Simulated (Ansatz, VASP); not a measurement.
One calculation of TeS2, two programs

The input INCAR:

```
PREC = Accurate
ENCUT = 520
EDIFF = 1E-6
ISMEAR = 0
SIGMA = 0.1
LREAL = False
LASPH = True
NELM = 100
ALGO = Normal
ISIF = 2
LWAVE = False
LCHARG = True
GGA = PE
LELF = True
LVHAR = True
NBANDS = 27
```

File KPOINTS:

```
Automatic mesh
0
Gamma
  4 4 4
```

Contents of POSCAR:

```
TeS2
1.0
   -3.5742368859      3.5742368859      2.9751989199
    3.5742368859     -3.5742368859      2.9751989199
    3.5742368859      3.5742368859     -2.9751989199
Te S
2 4
Direct
    0.2500000000      0.2500000000      0.0000000000
    0.7500000000      0.7500000000      0.0000000000
    0.6670000000      0.1670000000      0.8340000000
    0.1670000000      0.3330000000      0.5000000000
    0.3330000000      0.8330000000      0.1660000000
    0.8330000000      0.6670000000      0.5000000000
```

Input for Ansatz:

```yaml
crystal:
  lattice:
    - [-3.5742368859, 3.5742368859, 2.9751989199]
    - [3.5742368859, -3.5742368859, 2.9751989199]
    - [3.5742368859, 3.5742368859, -2.9751989199]
  atoms:
    - { symbol: Te, position: [0.25, 0.25, 0.0] }
    - { symbol: Te, position: [0.75, 0.75, 0.0] }
    - { symbol: S, position: [0.667, 0.167, 0.834] }
    - { symbol: S, position: [0.167, 0.333, 0.5] }
    - { symbol: S, position: [0.333, 0.833, 0.166] }
    - { symbol: S, position: [0.833, 0.667, 0.5] }
basis:
  ecutwfc: 420
kpoints:
  mp_grid: { grid: [4, 4, 4] }
hamiltonian:
  xc: pbe
scf:
  occupations: { method: gaussian, width: 0.1 }
  lower_state_search: "off"
output:
  forces: true
  stress: true
  eigenvalues: true
```

Alike in both runs: task single point; functional PBE; k mesh 4 × 4 × 4; occupations gaussian, width 0.1 eV; no spin polarisation.

|  | VASP | Ansatz |
| --- | --- | --- |
| version | VASP 6.6.1 | Ansatz 0.2.0 |
| potentials or method | VASP PAW PBE potentials, release 64 (Te, S), cutoff 520 eV | scalar-relativistic, plane waves, PAW |
| valence electrons in the cell | 36 | 56 |

```tsv
	VASP	Ansatz	Ansatz less VASP
gap on the k mesh at the Fermi level (eV)	none	none	-
pressure (GPa)	-6.2	-6.1	+0.09
traceless stress, the component that is largest in VASP (GPa)	9.67	9.69	+0.019
rms of the force components (eV/Å)	0.015	0.019	+0.0036
```

Atom by atom the forces differ by 0.004 eV/Å (rms over components). A gap of «none» marks a metal or a gap that the smearing closes. VASP's potentials hold 36 valence electrons a cell and Ansatz's 56, so a difference there can come from the potentials and not from the codes.

Spin-orbit coupling is off throughout.
